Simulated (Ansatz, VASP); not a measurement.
# Nb: VASP beside Ansatz

```
Nb
1.0
     2.84326    0.00000    0.00000
    -1.42163    2.46233    0.00000
     0.00000    0.00000    5.19240
Nb
2
Direct
  0.33333 0.66667 0.25000
  0.66667 0.33333 0.75000
```

Alike in both runs: task single point; functional revPBE; k mesh 14 × 14 × 7; occupations fermi-dirac, width 0.1 eV; no spin polarisation.

|  | VASP | Ansatz |
| --- | --- | --- |
| version | VASP 6.6.1 | Ansatz 0.2.0 |
| potentials or method | VASP PAW PBE potentials, release 64 (Nb_sv), cutoff 520 eV | plane waves (420 eV) with PAW, scalar-relativistic |
| valence electrons in the cell | 26 | 26 |

|  | VASP | Ansatz | Ansatz less VASP |
| --- | --- | --- | --- |
| pressure (GPa) | 6.4 | 6.7 | +0.35 |
| traceless stress, the component that is largest in VASP (GPa) | -0.19 | -0.16 | +0.029 |

VASP's potentials were made for PBE, not for revPBE. The functional is the same, so the differences come from potentials, cutoffs and numerics.
